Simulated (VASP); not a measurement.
Here is a VASP 6.6.1 calculation.

File INCAR:

```
PREC     = Accurate       # precision mode
ENCUT    = 520            # plane-wave cutoff, eV
EDIFF    = 1E-7           # SCF threshold, eV
ISMEAR   = 0              # smearing method
SIGMA    = 0.1            # smearing width, eV
LREAL    = False          # projectors in reciprocal space
LASPH    = True           # aspherical terms in the spheres
NELM     = 60             # most SCF steps
ALGO     = Fast           # electronic algorithm
ISIF     = 2              # what is computed and relaxed
LWAVE    = False          # write WAVECAR
LCHARG   = False          # write CHGCAR
GGA      = PE             # functional
NBANDS   = 26             # bands
```

File KPOINTS:

```
Automatic mesh
0
Gamma
  10 10 10
```

The input POSCAR:

```
Al2Cu
1.0
   -2.8609876654      2.8609876654      2.3035681457
    2.8609876654     -2.8609876654      2.3035681457
    2.8609876654      2.8609876654     -2.3035681457
Al Cu
4 2
Direct
    0.8427333521      0.6572666479      0.5000000000
    0.6572666479      0.1572666479      0.8145332957
    0.3427333521      0.8427333521      0.1854667043
    0.1572666479      0.3427333521      0.5000000000
    0.2500000000      0.2500000000      0.0000000000
    0.7500000000      0.7500000000      0.0000000000
```

Potentials or basis: VASP PAW PBE potentials, release 64 (Al, Cu).

Run with:

```console
$ cat potpaw_PBE.64/Al/POTCAR potpaw_PBE.64/Cu/POTCAR > POTCAR
$ mpirun -np 1 vasp_std > vasp.out
```

Q: What does it give for the pressure?

A: 25.1 GPa.

Q: Estimate the band gap on the k mesh.

A: Zero (bands 17 and 18 overlap by 4.87 eV).

Forces on the atoms (eV/Å):
```
Al  -0.002  0.002  0.000
Al  -0.002 -0.002  0.000
Al   0.002  0.002  0.000
Al   0.002 -0.002  0.000
Cu   0.000  0.000  0.000
Cu   0.000  0.000  0.000
```

Caveat: the cell stands under pressure.
